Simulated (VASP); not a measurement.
# Li3F2 (C2) in VASP: relaxation of cell and atoms with PBE

Aim: the relaxation of cell and atoms of Li3F2 with PBE.

Program: VASP 6.6.1. These are calculated values, not measurements. Logs are shortened: lines on timing, memory, paths and dates and some standing lists are left out, and cuts for length are marked.

## (1) The cell of the first run

The structure is monoclinic, space group C2 (No. 5). Conventional cell: a = 5.906 Å, b = 5.906 Å, c = 4.594 Å, α = 90.00°, β = 129.99°, γ = 90.00°. Within 2.3 Å of Li (site symmetry 2) lie 2 F at 1.72 Å and 2 Li at 1.72 Å. Within 2.3 Å of Li (site symmetry 1) lie 2 F at 1.72 to 1.82 Å and 2 Li at 1.72 to 1.82 Å. Within 2.3 Å of F (site symmetry 1) lie 3 Li at 1.72 to 1.82 Å and 1 F at 1.82 Å.

The cell was generated, and may not be a known phase.

## (2) Relaxation of cell and atoms, PBE

Input file INCAR:

```
SYSTEM = Li3F2
ALGO     = Normal         ! electronic algorithm
EDIFF    = 1E-6           ! SCF threshold, eV
EDIFFG   = -0.04          ! ionic threshold
ENCUT    = 600            ! plane-wave cutoff, eV
GGA      = PE             ! functional
IBRION   = 2              ! ionic algorithm
ISIF     = 3              ! what is computed and relaxed
ISMEAR   = 0              ! smearing method
LASPH    = .TRUE.         ! aspherical terms in the spheres
LCHARG   = .FALSE.        ! write CHGCAR
LREAL    = .FALSE.        ! projectors in reciprocal space
LWAVE    = .FALSE.        ! write WAVECAR
NELM     = 60             ! most SCF steps
NSW      = 90             ! ionic steps
PREC     = Accurate       ! precision mode
SIGMA    = 0.1            ! smearing width, eV
```

Input file KPOINTS:

```
k-points
0
G
  6 6 6
  0 0 0
```

Input file POSCAR:

```
Li3F2
1.0
    2.9527501200     -2.9527501200      0.0000000000
    2.9527501200      2.9527501200      0.0000000000
   -2.9527501200      0.0000000000      3.5198177500
Li F
3 2
Direct
    0.0000000000      0.0000000000      0.0000000000
    0.2122226900      0.4182156200      0.4244453800
    0.5817843800      0.7877773100      0.5755546200
    0.9937702400      0.7877773100      0.5755546200
    0.2122226900      0.0062297600      0.4244453800
```

Potentials or basis: VASP PAW PBE potentials, release 64 (Li_sv, F).

Run with:

```bash
> cat potpaw_PBE.64/Li_sv/POTCAR potpaw_PBE.64/F/POTCAR > POTCAR
> mpirun -np 1 vasp_std > vasp.out
```

OUTCAR:

```text
SYSTEM = Li3F2
   EDIFF = 1E-6
   EDIFFG = -0.04
   ENCUT = 600
   GGA = PE
   IBRION = 2
   ISIF = 3
   ISMEAR = 0
   LASPH = .TRUE.
   LREAL = .FALSE.
   NELM = 60
   NSW = 90
   PREC = Accurate

 ion  position               nearest neighbor table
   1  0.000  0.000  0.000-   2 1.72   3 1.72   4 1.72   5 1.72
   2  0.212  0.418  0.424-   5 1.72   1 1.72   4 1.82   3 1.82
   3  0.582  0.788  0.576-   4 1.72   1 1.72   5 1.82   2 1.82
   4  0.994  0.788  0.576-   3 1.72   1 1.72   5 1.82   2 1.82
   5  0.212  0.006  0.424-   2 1.72   1 1.72   4 1.82   3 1.82

  LATTYP: Found a body centered tetragonal cell.
 ALAT       =     4.1758192660
 C/A-ratio  =     1.6858094308

  Lattice vectors:

 A1 = (   0.0000000000,  -2.9527501200,  -3.5198177500)
 A2 = (   0.0000000000,   2.9527501200,  -3.5198177500)
 A3 = (   2.9527501200,   0.0000000000,   3.5198177500)

Analysis of symmetry for initial positions (statically):
=====================================================================
 Subroutine PRICEL returns:
 Original cell was already a primitive cell.

 Routine SETGRP: Setting up the symmetry group for a
 body centered tetragonal supercell.

 Subroutine GETGRP returns: Found  2 space group operations
 (whereof  2 operations were pure point group operations)
 out of a pool of 16 trial point group operations.

The static configuration has the point symmetry C_2 .

Analysis of symmetry for dynamics (positions and initial velocities):
=====================================================================
 Subroutine PRICEL returns:
 Original cell was already a primitive cell.

 Routine SETGRP: Setting up the symmetry group for a
 body centered tetragonal supercell.

 Subroutine GETGRP returns: Found  2 space group operations
 (whereof  2 operations were pure point group operations)
 out of a pool of 16 trial point group operations.

The dynamic configuration has the point symmetry C_2 .

 Subroutine INISYM returns: Found  2 space group operations
 (whereof  2 operations are pure point group operations),
 and found     1 'primitive' translations

----------------------------------------------------------------------------------------

                                     Primitive cell

  volume of cell :      61.3767

  direct lattice vectors                    reciprocal lattice vectors
     2.952750120 -2.952750120  0.000000000     0.169333665 -0.169333665  0.142052809
[... 128 lines left out ...]
 maximum number of plane-waves:      2086
 NGX is ok and might be reduce to    36
   NGX = 17   NGY = 17   NGZ = 19

--------------------------------------- Ionic step        1  -------------------------------------------

 number of electron      23.0000002 magnetization

 Free energy of the ion-electron system (eV)
  ---------------------------------------------------
  ext. energy  EPLUGINS =         0.00000000
  ---------------------------------------------------
  free energy    TOTEN  =       -13.94319532 eV

  energy without entropy =      -13.93189854  energy(sigma->0) =      -13.93754693

------------------------ aborting loop because EDIFF is reached ----------------------------------------

  FORCE on cell =-STRESS in cart. coord.  units (eV):
  Direction    XX          YY          ZZ          XY          YZ          ZX
  --------------------------------------------------------------------------------------
  -------------------------------------------------------------------------------------
  Total       15.7611523     -0.8575764      9.7134604      0.0000000      0.0000000      1.8913622
  in kB      411.4290785    -22.3861717    253.5601450      0.0000000      0.0000000     49.3721150
  external PRESSURE =     214.2010173 kB  Pullay stress =       0.0000000 kB
[... 98 lines left out ...]
  FREE ENERGIE OF THE ION-ELECTRON SYSTEM (eV)
  ---------------------------------------------------
  free  energy   TOTEN  =       -17.9263111819 eV

  energy  without entropy=      -17.9186852233  energy(sigma->0) =      -17.92249820

[... ionic steps 4 to 43 ...]

--------------------------------------- Ionic step       44  -------------------------------------------

 number of electron      22.9999996 magnetization

------------------------ aborting loop because EDIFF is reached ----------------------------------------
[... 73 lines left out ...]
--------------------------------------- Ionic step       46  -------------------------------------------

 number of electron      22.9999999 magnetization

 Free energy of the ion-electron system (eV)
  ---------------------------------------------------
  ext. energy  EPLUGINS =         0.00000000
  ---------------------------------------------------
  free energy    TOTEN  =       -19.76141871 eV

  energy without entropy =      -19.75739933  energy(sigma->0) =      -19.75940902

 E-fermi :   1.5200     XC(G=0):  -7.3076

 val. band max:        1.4307138379   @ k =  -0.1667   0.3333   0.1667
 cond. band min:       1.5291413541   @ k =   0.3333   0.0000   0.3333
 fundamental gap:      0.0984275162
 Fermi energy:         1.5200177747

 k-point     1 :       0.0000    0.0000    0.0000
  band No.  band energies     occupation
      1     -45.1944      2.00000
      2     -45.1743      2.00000
      3     -45.1170      2.00000
      4     -23.3339      2.00000
      5     -23.3179      2.00000
      6      -5.5780      2.00000
      7      -5.4699      2.00000
      8      -4.7791      2.00000
      9      -4.7532      2.00000
     10      -4.6569      2.00000
     11      -4.4288      2.00000
     12       0.0297      2.00000
     13       6.4861      0.00000
     14       6.6954      0.00000
[... 401 lines left out ...]
      2     -45.1747      2.00000
      3     -45.1171      2.00000
      4     -23.3308      2.00000
      5     -23.3176      2.00000
      6      -5.5844      2.00000
      7      -5.5216      2.00000
      8      -4.8141      2.00000
      9      -4.7979      2.00000
     10      -4.6789      2.00000
     11      -4.4999      2.00000
     12       0.5595      2.00000
     13       5.4593      0.00000
     14       6.3573      0.00000
     15       6.5879      0.00000

 [... further k-points ...]

------------------------ aborting loop because EDIFF is reached ----------------------------------------

  FORCE on cell =-STRESS in cart. coord.  units (eV):
  Direction    XX          YY          ZZ          XY          YZ          ZX
  --------------------------------------------------------------------------------------
  -------------------------------------------------------------------------------------
  Total        0.0298948      0.0172392      0.0742951      0.0000000      0.0000000      0.0021075
  in kB        0.6218470      0.3585953      1.5454237      0.0000000      0.0000000      0.0438393
  external PRESSURE =       0.8419553 kB  Pullay stress =       0.0000000 kB
[... 20 lines left out ...]
  FREE ENERGIE OF THE ION-ELECTRON SYSTEM (eV)
  ---------------------------------------------------
  free  energy   TOTEN  =       -19.7614187089 eV

  energy  without entropy=      -19.7573993309  energy(sigma->0) =      -19.75940902

 reached required accuracy - stopping structural energy minimisation
```

CONTCAR:

```text
Li3F2
   1.00000000000000
     3.0531790226098887   -2.8235774690413780    0.0137237373979828
     3.0531790226098887    2.8235774690413780    0.0137237373979828
    -3.0817899579088128    0.0000000000000000    4.4534083523912162
  Li              F
     3     2
Direct
     0.9537465969714407    0.0462534030285593    0.0000000000000000
     0.2421254652719208    0.4045090396811091    0.6644469216614119
     0.5954909603188913    0.7578745347280793    0.3355530783385879
     0.9396847860108949    0.7310478085731478    0.6533897383172734
     0.2689521914268522    0.0603152139891050    0.3466102616827267

  0.00000000E+00  0.00000000E+00  0.00000000E+00
  0.00000000E+00  0.00000000E+00  0.00000000E+00
  0.00000000E+00  0.00000000E+00  0.00000000E+00
  0.00000000E+00  0.00000000E+00  0.00000000E+00
  0.00000000E+00  0.00000000E+00  0.00000000E+00
```

Run time: 16 min. Hardware: 1 thread of Intel Xeon 6975P-C (Granite Rapids), shared host; peak memory 0.24 GiB.

What came out:

```
Free energy                           : -19.7614 eV
Relaxed volume                        : 15.40 Å³/atom
Relaxed cell                          : a = 4.159 Å, b = 4.159 Å, c = 5.416 Å, α = 114.52°, β = 114.52°, γ = 85.52°
Space group after relaxing (to 0.1 Å) : C2 (No. 5)
Energy gained by relaxing             : 1163.6 meV/atom
Ionic steps                           : 46
Pressure after relaxing               : 0.1 GPa
Largest force after relaxing          : 0.029 eV/Å
Band gap on the k mesh                : zero (an odd number of electrons rules out a gap without spin polarisation)
```

Forces in eV/Å, atoms in the order of the input:
```
Li   0.000 -0.001  0.000
Li   0.020 -0.019 -0.008
Li  -0.020 -0.019  0.008
F   -0.008  0.020 -0.012
F    0.008  0.020  0.012
```

Stress tensor (GPa, compression positive):
```
0.06 0.00 0.00
0.00 0.04 0.00
0.00 0.00 0.15
```

Step by step:
```tsv
step	energy change (eV)	largest force (eV/Å)	pressure (GPa)	volume (Å³)
1	0.0000	6.4725	21.42	61.38
3	-3.9831	1.6277	8.73	80.60
5	-3.9324	1.3398	-3.66	105.83
7	-4.5839	1.2652	-3.11	103.11
9	-4.8382	0.6088	-0.83	98.39
11	-4.9342	0.9732	-1.02	96.89
13	-5.1968	0.5873	3.34	88.55
15	-5.4158	0.3030	-1.07	91.82
17	-5.4617	0.2227	-0.18	89.49
19	-5.4856	0.3278	0.96	88.12
21	-5.5256	0.3658	0.56	89.09
23	-5.5880	0.5683	-2.06	93.23
25	-5.6223	0.3631	-1.13	91.59
27	-5.6780	0.2652	-0.60	88.72
29	-5.7249	0.2720	1.17	82.07
31	-5.7602	0.2666	-0.23	80.86
33	-5.7833	0.2254	0.05	79.76
35	-5.8001	0.2478	-0.41	78.63
37	-5.8071	0.0920	-0.15	78.47
39	-5.8111	0.0779	0.09	77.80
41	-5.8145	0.1009	0.12	77.34
43	-5.8166	0.0720	-0.16	77.33
45	-5.8178	0.0413	0.12	76.96
46	-5.8182	0.0291	0.08	77.02
```

Final structure:
```yaml
crystal:
  lattice:
    - [3.05318, -2.82358, 0.01372]
    - [3.05318, 2.82358, 0.01372]
    - [-3.08179, 0.00000, 4.45341]
  atoms:
    - { symbol: Li, position: [0.95375, 0.04625, 0.00000] }
    - { symbol: Li, position: [0.24213, 0.40451, 0.66445] }
    - { symbol: Li, position: [0.59549, 0.75787, 0.33555] }
    - { symbol: F, position: [0.93968, 0.73105, 0.65339] }
    - { symbol: F, position: [0.26895, 0.06032, 0.34661] }
```

Levels at points of the mesh, in eV from the Fermi level:
```tsv
k point	band 9	band 10	band 11	band 12	band 13	band 14
(0.00, 0.00, 0.00)	-6.27	-6.18	-5.95	-1.49	4.97	5.18
(0.50, 0.00, 0.00)	-6.45	-6.16	-6.13	0.20	1.55	4.04
(0.00, 0.50, 0.50)	-6.49	-6.22	-6.05	0.19	1.50	4.03
(0.50, 0.50, 0.00)	-6.63	-6.40	-5.98	1.30	1.93	2.89
(0.50, 0.50, 0.50)	-6.31	-6.30	-5.78	1.64	1.82	3.21
(0.00, 0.00, 0.50)	-6.42	-6.31	-5.83	-0.53	1.92	3.42
```

Caveat: the cutoff is under 1.25 times the usual one of these potentials, so pressure, stress and relaxed cells hold a basis-set (Pulay) error; the volume moved by over 15 % at a fixed basis, so the end points are rough.

The gap in the log of VASP goes by the Fermi energy; the results here count the filled bands.